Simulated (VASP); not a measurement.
A run of VASP 6.6.1 is set up as follows.

POSCAR

```
SrO
1.0
    3.1028650671      0.0000000000      0.0000000000
    0.0000000000      3.1028650671      0.0000000000
    0.0000000000      0.0000000000      3.0324300301
Sr O
1 1
Direct
    0.0000000000      0.0000000000      0.0000000000
    0.5000000000      0.5000000000      0.5000000000
```

INCAR.step1

```
PREC = Accurate ; ENCUT = 520
ISMEAR = 0 ; SIGMA = 0.01
LREAL = False ; LASPH = True
NELM = 100 ; NBANDS = 15
GGA = PE ; ALGO = Normal
EDIFF = 1E-4 ; LWAVE = True
LCHARG = False
```

The input INCAR.step2:

```
PREC = Accurate ; ENCUT = 520
EDIFF = 1E-7 ; ISMEAR = 0
SIGMA = 0.01 ; LREAL = False
LASPH = True ; NELM = 100
ALGO = Normal ; ISIF = 2
LWAVE = False ; LCHARG = False
METAGGA = R2SCAN ; LMIXTAU = True
NBANDS = 15 ; ISTART = 1
```

Contents of KPOINTS:

```
Automatic mesh
0
Gamma
  8 8 8
```

Potentials or basis: VASP PAW PBE potentials, release 64 (Sr_sv, O).

Run with:

```sh
$ cat potpaw_PBE.64/Sr_sv/POTCAR potpaw_PBE.64/O/POTCAR > POTCAR
$ cp INCAR.step1 INCAR
$ mpirun -np 1 vasp_std > vasp.out
$ cp INCAR.step2 INCAR
$ mpirun -np 1 vasp_std > vasp.out
```

(1) Estimate the band gap on the k mesh.

(2) Predict the pressure.

Results:

(1) 3.12 eV, indirect (least direct gap 3.17 eV).

(2) 3.3 GPa.

Caveat: the cell differs from its parent crystal (uniaxial z strain -2.3%); the PAW data sets were made with another functional, which shifts forces and pressure a little.
